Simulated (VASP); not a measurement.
# ZrC (P1) in VASP: single point with PBEsol

Aim: the single point of ZrC with PBEsol.

Everything below comes from runs of VASP 6.6.1. Logs are shortened: lines on timing, memory, paths and dates and some standing lists are left out, and cuts for length are marked.

## 1. The cell of the first run

The typed cell holds 16 atoms: a = 6.669 Å, b = 6.669 Å, c = 6.669 Å, α = 60.00°, β = 60.00°, γ = 60.00°.

## 2. Single point, PBEsol

Contents of INCAR:

```
  PREC = Accurate
  ENCUT = 520
  EDIFF = 1E-6
  ISMEAR = -1
  SIGMA = 0.05
  LREAL = Auto
  LASPH = T
  NELM = 80
  ALGO = Normal
  ISIF = 2
  LWAVE = F
  LCHARG = T
  GGA = PS
  LELF = T
  LVHAR = T
  NBANDS = 78
```

Contents of KPOINTS:

```
Automatic mesh
0
Gamma
  2 2 2
  0.5 0.5 0.5
```

Contents of POSCAR:

```
ZrC
1.0
    0.0000000000     -4.7160361280     -4.7160361280
   -4.7160361280     -4.7160361280      0.0000000000
   -4.7160361280      0.0000000000     -4.7160361280
Zr C
8 8
Direct
    0.2529531088      0.2388643703      0.2421830472
    0.2383178308      0.7438357987      0.2654738993
    0.2372040777      0.2531119287      0.7523193003
    0.2623970569      0.7398732548      0.7453441629
    0.7424560383      0.2501898773      0.2504525979
    0.7442751507      0.7497481792      0.2602269081
    0.7643105146      0.2550164942      0.7490453644
    0.7481377166      0.7591047657      0.7590975563
    0.4957227715      0.4987757592      0.5055804144
    0.4974362868     -0.0082388046      0.5057731610
    0.5019156842      0.4837858401     -0.0034703933
    0.5059856276     -0.0099741602     -0.0049493896
   -0.0000634007      0.4895051559      0.5048714504
   -0.0084985566      0.0121711324      0.4928856431
    0.0092428257      0.5003327871     -0.0227401778
    0.0048070030     -0.0151402572      0.0101307536
```

Potentials or basis: VASP PAW PBE potentials, release 64 (Zr_sv, C).

Launch:

```bash
$ cat potpaw_PBE.64/Zr_sv/POTCAR potpaw_PBE.64/C/POTCAR > POTCAR
$ mpirun -np 1 vasp_std > vasp.out
```

OUTCAR:

```text
PREC = Accurate
   ENCUT = 520
   EDIFF = 1E-6
   ISMEAR = -1
   LREAL = Auto
   LASPH = T
   NELM = 80
   ISIF = 2
   GGA = PS

 ion  position               nearest neighbor table
   1  0.253  0.239  0.242-  14 2.31  11 2.33  12 2.34  10 2.40  15 2.40  13 2.42   6 3.27   3 3.27
                             2 3.28   7 3.33   4 3.33   5 3.33   5 3.34   4 3.34   7 3.36   3 3.40
   2  0.238  0.744  0.265-  16 2.31  13 2.32  14 2.34   9 2.35  12 2.43  11 2.49   3 3.26   4 3.27
                             1 3.28   8 3.28   6 3.29   5 3.33   5 3.34   6 3.38   8 3.39   1 3.40
   3  0.237  0.253  0.752-  15 2.23  13 2.29  16 2.36   9 2.38  10 2.40  12 2.41   7 3.16   2 3.26
                             1 3.27   4 3.31   5 3.31   8 3.32   8 3.35   5 3.36   4 3.37   1 3.40
   4  0.262  0.740  0.745-   9 2.27  10 2.30  11 2.32  15 2.33  16 2.41  14 2.47   6 3.23   2 3.27
                             7 3.29   3 3.31   8 3.32   1 3.33   1 3.34   8 3.35   3 3.37   7 3.38
   5  0.742  0.250  0.250-  14 2.32  11 2.33  10 2.37   9 2.38  16 2.39  15 2.44   7 3.26   6 3.30
                             3 3.31   2 3.33   1 3.33   8 3.34   8 3.34   1 3.34   2 3.34   3 3.36
   6  0.744  0.750  0.260-  10 2.30  16 2.34   9 2.36  13 2.36  12 2.38  15 2.51   4 3.23   1 3.27
                             7 3.28   2 3.29   8 3.30   5 3.30   5 3.37   8 3.37   2 3.38   7 3.39
   7  0.764  0.255  0.749-  13 2.22  11 2.25  14 2.36  16 2.37   9 2.42  12 2.47   3 3.16   5 3.26
                             6 3.28   4 3.29   1 3.33   8 3.33   8 3.34   1 3.36   4 3.38   6 3.39
   8  0.748  0.759  0.759-  12 2.20  15 2.27  14 2.34  10 2.38  11 2.47  13 2.47   2 3.28   6 3.30
                             3 3.32   4 3.32   7 3.33   5 3.34   5 3.34   7 3.34   4 3.35   3 3.35
   9  0.496  0.499  0.506-   4 2.27   2 2.35   6 2.36   5 2.38   3 2.38   7 2.42
  10  0.497  0.992  0.506-   4 2.30   6 2.30   5 2.37   8 2.38   3 2.40   1 2.40
  11  0.502  0.484  0.997-   7 2.25   4 2.32   1 2.33   5 2.33   8 2.47   2 2.49
  12  0.506  0.990  0.995-   8 2.20   1 2.34   6 2.38   3 2.41   2 2.43   7 2.47
  13  1.000  0.490  0.505-   7 2.22   3 2.29   2 2.32   6 2.36   1 2.42   8 2.47
  14  0.992  0.012  0.493-   1 2.31   5 2.32   2 2.34   8 2.34   7 2.36   4 2.47
  15  0.009  0.500  0.977-   3 2.23   8 2.27   4 2.33   1 2.40   5 2.44   6 2.51
  16  0.005  0.985  0.010-   2 2.31   6 2.34   3 2.36   7 2.37   5 2.39   4 2.41

  LATTYP: Found a face centered cubic cell.
 ALAT       =     9.4320722560

  Lattice vectors:

 A1 = (   0.0000000000,  -4.7160361280,  -4.7160361280)
 A2 = (  -4.7160361280,  -4.7160361280,   0.0000000000)
 A3 = (  -4.7160361280,   0.0000000000,  -4.7160361280)

Analysis of symmetry for initial positions (statically):
=====================================================================
 Subroutine PRICEL returns:
 Original cell was already a primitive cell.

 Routine SETGRP: Setting up the symmetry group for a
 face centered cubic supercell.

 Subroutine GETGRP returns: Found  1 space group operations
[... 150 lines left out ...]
   EFERMI =   0.00;   METHOD = LEGACY
   ISMEAR =    -1;   SIGMA  =   0.05  broadening in eV -4-tet -1-fermi 0-gaus
   EFERMI_NEDOS =   21; number of points for ismear=-14 and -15
   IALGO  =     38    algorithm
   IMIX   =      4    mixing-type and parameters
     AMIX     =   0.40;   BMIX     =  1.00
     AMIX_MAG =   1.60;   BMIX_MAG =  1.00
  volume/ion in A,a.u.               =      13.11        88.48
  Fermi-wavevector in a.u.,A,eV,Ry     =   1.388538  2.623956 26.232538  1.928037
  Thomas-Fermi vector in A             =   2.512654
   LORBIT       =      0    0 simple, 1 ext, 2 COOP (PROOUT), +10 PAW based schemes
   GGA     = PS    functional components
   LHFCALC =     F    Hartree Fock is set to
   AEXX    =    0.0000 exact exchange contribution
   IVDW    =     0    specifies the selected vdW correction
   LEPSILON=     F    determine dielectric tensor
   LRPA    =     F    only Hartree local field effects (RPA)
 non-spin polarized calculation
  energy-cutoff  :      520.00
  volume of cell :      209.78
 maximum number of plane-waves:      5654
 NGX is ok and might be reduce to    50
   NGX = 25   NGY = 25   NGZ = 25

 number of electron     128.0000000 magnetization

 Free energy of the ion-electron system (eV)
  ---------------------------------------------------
  ext. energy  EPLUGINS =         0.00000000
  ---------------------------------------------------
  free energy    TOTEN  =      -163.57169956 eV

  energy without entropy =     -163.57079721  energy(sigma->0) =     -163.57124838

 E-fermi :   9.3576     XC(G=0): -12.2224

 val. band max:        9.0592420557   @ k =   0.2500   0.0000   0.0000
 cond. band min:       9.6797770752   @ k =   0.0000   0.0000  -0.2500
 fundamental gap:      0.6205350196
 Fermi energy:         9.3576040324

 k-point     1 :       0.2500    0.2500    0.2500
  band No.  band energies     occupation
      1     -38.6465      2.00000
      2     -38.5883      2.00000
      3     -38.5811      2.00000
      4     -38.5699      2.00000
      5     -38.4965      2.00000
      6     -38.4612      2.00000
[... 1253 lines left out ...]
     75      12.9400      0.00000
     76      13.4522      0.00000
 [bands above 76 left out]

------------------------ aborting loop because EDIFF is reached ----------------------------------------

  FORCE on cell =-STRESS in cart. coord.  units (eV):
  Direction    XX          YY          ZZ          XY          YZ          ZX
  --------------------------------------------------------------------------------------
  -------------------------------------------------------------------------------------
  Total       -5.0459868     -6.0850102     -6.7668330     -0.2210923      0.4131557      0.1400923
  in kB      -38.5385459    -46.4740505    -51.6814480     -1.6885846      3.1554621      1.0699502
  external PRESSURE =     -45.5646815 kB  Pullay stress =       0.0000000 kB

 VOLUME and BASIS-vectors are now :
 -----------------------------------------------------------------------------
  energy-cutoff  :      520.00
  volume of cell :      209.78
      direct lattice vectors                 reciprocal lattice vectors
     0.000000000 -4.716036128 -4.716036128     0.106021240 -0.106021240 -0.106021240
    -4.716036128 -4.716036128  0.000000000    -0.106021240 -0.106021240  0.106021240
    -4.716036128  0.000000000 -4.716036128    -0.106021240  0.106021240 -0.106021240

 POSITION                                       TOTAL-FORCE (eV/Angst)
 -----------------------------------------------------------------------------------
     -2.26864     -2.31943     -2.33508        -0.610247     -0.331963     -0.079616
     -4.75994     -4.63187     -2.37590         0.876454     -0.760380      0.453034
     -4.74165     -2.31235     -4.66663         0.883610     -0.435389     -1.071146
     -7.00434     -4.72674     -4.75254        -0.976862      0.451240      0.047920
     -2.36105     -4.68135     -4.68259        -0.126269     -0.085196     -0.365410
     -4.76308     -7.04587     -4.73727         0.876728     -0.269322      0.206585
[... 8 lines left out ...]
     -6.96838     -2.40318     -4.65238        -1.113203      0.717357     -0.749478
     -4.69241     -4.66730     -0.07045        -0.332525     -0.243911      0.600630
 -----------------------------------------------------------------------------------
    total drift:                                0.001480      0.002857     -0.010155

  FREE ENERGIE OF THE ION-ELECTRON SYSTEM (eV)
  ---------------------------------------------------
  free  energy   TOTEN  =      -163.5716995555 eV

  energy  without entropy=     -163.5707972055  energy(sigma->0) =     -163.57124838
```

Wall time 10 min (1 thread of Intel Xeon Platinum 8259CL at 2.50GHz (Skylake/Cascade Lake), shared host); peak memory 0.44 GiB.

Results:

| Property | Result |
| --- | --- |
| Free energy | -163.5717 eV |
| Pressure | -4.6 GPa |
| Largest force | 2.026 eV/Å |
| Band gap on the k mesh | 0.62 eV |

Forces on the atoms (eV/Å):
```
Zr  -0.610 -0.332 -0.080
Zr   0.876 -0.760  0.453
Zr   0.884 -0.435 -1.071
Zr  -0.977  0.451  0.048
Zr  -0.126 -0.085 -0.365
Zr   0.877 -0.269  0.207
Zr   0.667  1.712  0.855
Zr   0.811  0.518  0.529
C    0.438 -0.203  0.108
C    0.159 -0.507  0.290
C   -0.975 -0.461 -0.212
C   -0.973  0.185 -0.196
C   -0.049 -0.605  0.259
C    0.445  0.318 -0.675
C   -1.113  0.717 -0.749
C   -0.333 -0.244  0.601
```

Caveat: the k points lie up to 0.58 Å⁻¹ apart; the atoms stand as in a frame of molecular dynamics; the PAW data sets were made with another functional, which shifts forces and pressure a little; a shifted mesh leaves out Γ, where band edges can lie.
